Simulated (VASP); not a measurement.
Input of a VASP 6.6.1 run:

File INCAR:

```
SYSTEM = PbS
  ALGO = Normal
  EDIFF = 1E-6
  ENCUT = 520
  GGA = PE
  ISIF = 2
  ISMEAR = -1
  LASPH = .True.
  LCHARG = .True.
  LELF = .True.
  LREAL = .False.
  LVHAR = .True.
  LWAVE = .False.
  NBANDS = 17
  NELM = 60
  PREC = Accurate
  SIGMA = 0.01
```

The input KPOINTS:

```
k-points
0
Gamma
  8 8 8
  0 0 0
```

Contents of POSCAR:

```
PbS
1.0
    0.0000000000      2.9946500000      2.9650000000
    2.9946500000      0.0000000000      2.9650000000
    2.9946500000      2.9946500000      0.0000000000
Pb S
1 1
Direct
    0.0000000000      0.0000000000      0.0000000000
    0.5000000000      0.5000000000      0.5000000000
```

Potentials or basis: VASP PAW PBE potentials, release 64 (Pb_d, S).

The run is started by

```bash
$ cat potpaw_PBE.64/Pb_d/POTCAR potpaw_PBE.64/S/POTCAR > POTCAR
$ mpirun -np 1 vasp_std > vasp.out
```

Question: Estimate the band gap on the k mesh.

Answer: 0.43 eV, direct.

Question: What does it give for the pressure?

Answer: 1.0 GPa.

Stress tensor (GPa, compression positive):
```
0.61 0.00 0.00
0.00 0.61 0.00
0.00 0.00 1.82
```

Caveat: the cell differs from its parent crystal (equal xx and yy strain of +1 %); spin-orbit coupling is left out, which moves the levels of the heavy elements. A k mesh can miss the band edges.
